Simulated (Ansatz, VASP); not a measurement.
# Two plane-wave programs on Al2O3

```xyz
10
Lattice="2.3889 1.3792 4.3007 -2.3889 1.3792 4.3007 0.0000 -2.7584 4.3007" Properties=species:S:1:pos:R:3 pbc="T T T"
Al    0.0000    0.0000    4.5926
Al    0.0000    0.0000    1.8584
Al    0.0000    0.0000    8.3095
Al    0.0000    0.0000   11.0437
O    -0.9431    1.3792    7.5263
O    -0.7229   -1.5064    7.5263
O     1.6660    0.1272    7.5263
O     0.9431   -1.3792    5.3759
O     0.7229    1.5064    5.3759
O    -1.6660   -0.1272    5.3759
```

Alike in both runs: task relaxation of cell and atoms; functional PBEsol; k mesh 6 × 6 × 6; occupations gaussian, width 0.1 eV; no spin polarisation.

|  | VASP | Ansatz |
| --- | --- | --- |
| version | VASP 6.6.1 | Ansatz 0.2.0 |
| potentials or method | VASP PAW PBE potentials, release 64 (Al, O), cutoff 600 eV | scalar-relativistic, plane waves, PAW |
| valence electrons in the cell | 48 | 48 |

```tsv
	VASP	Ansatz	Ansatz less VASP
gap on the k mesh at the Fermi level, each at its own relaxed structure (eV)	6.05	6.04	-0.009
relaxed volume (Å³/atom)	8.56	8.56	+0.003
relaxed length of the cell vector where the two differ most in proportion (Å)	5.139	5.140	+0.0011
```

VASP's potentials were made for PBE, not for PBEsol.
